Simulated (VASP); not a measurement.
Sn:

```
CELL_PARAMETERS angstrom
-1.72654 1.77555 2.33834
1.72654 -1.77555 2.33834
1.72654 1.77555 -2.33834
ATOMIC_POSITIONS crystal
Sn 0.00000 0.00000 0.00000
```

| Quantity | Value |
| --- | --- |
| Program | VASP 6.6.1 |
| Task | relaxation of cell and atoms |
| Functional | RPBE |
| Dispersion | D3(BJ) |
| Potentials or basis | VASP PAW PBE potentials, release 64 (Sn_d) |
| Cutoff | 600 eV |
| k mesh | 11 × 11 × 11 |
| Occupations | fermi-dirac, width 0.05 eV |
| Spin | no spin polarisation |

At the start: pressure -16.9 GPa; volume 28.67 Å³/atom.

Q: Where does the relaxation end?

A: Over 22 steps the energy falls by 574.9 meV/atom and the volume is 20.84 Å³/atom (-27.3 %); space group Immm (No. 71, to 0.1 Å) before, Fm-3m (No. 225, to 0.1 Å).

The path:
| step | energy change (eV) | largest force (eV/Å) | pressure (GPa) | volume (Å³) |
| --- | --- | --- | --- | --- |
| 1 | 0.0000 | 0.0000 | -16.91 | 28.67 |
| 2 | -0.3477 | 0.0000 | 27.48 | 17.86 |
| 3 | -0.5676 | 0.0000 | -0.81 | 21.02 |
| 4 | -0.5680 | 0.0000 | 0.02 | 20.89 |
| 5 | -0.5677 | 0.0000 | 0.82 | 20.75 |
| 6 | -0.5706 | 0.0000 | 1.03 | 20.70 |
| 7 | -0.5711 | 0.0000 | 0.94 | 20.72 |
| 8 | -0.5724 | 0.0000 | -1.05 | 21.03 |
| 9 | -0.5725 | 0.0000 | -0.54 | 20.96 |
| 10 | -0.5736 | 0.0000 | -0.22 | 20.90 |
| 11 | -0.5740 | 0.0000 | 0.03 | 20.85 |
| 12 | -0.5739 | 0.0000 | 0.63 | 20.75 |
| 13 | -0.5742 | 0.0000 | 0.18 | 20.82 |
| 14 | -0.5742 | 0.0000 | 0.40 | 20.78 |
| 15 | -0.5743 | 0.0000 | 0.31 | 20.80 |
| 16 | -0.5747 | 0.0000 | 0.17 | 20.82 |
| 17 | -0.5748 | 0.0000 | 0.15 | 20.82 |
| 18 | -0.5749 | 0.0000 | -0.01 | 20.85 |
| 19 | -0.5749 | 0.0000 | -0.10 | 20.86 |
| 20 | -0.5749 | 0.0000 | -0.12 | 20.86 |
| 21 | -0.5749 | 0.0000 | -0.08 | 20.86 |
| 22 | -0.5749 | 0.0000 | 0.05 | 20.84 |

Final structure:
```cif
data_structure
_symmetry_space_group_name_H-M 'P 1'
_symmetry_Int_Tables_number 1
_cell_length_a 3.0886
_cell_length_b 3.0886
_cell_length_c 3.0886
_cell_angle_alpha 119.990
_cell_angle_beta 119.992
_cell_angle_gamma 90.015
_cell_volume 20.84
loop_
_atom_site_label
_atom_site_type_symbol
_atom_site_fract_x
_atom_site_fract_y
_atom_site_fract_z
_atom_site_occupancy
Sn1 Sn 0.00000 0.00000 0.00000 1
```

Caveat: the volume moved by over 15 % at a fixed basis, so the end points are rough; the dispersion term is far too large for a dense solid, which distorts pressure and volume; the PAW data sets were made with another functional, which shifts forces and pressure a little.
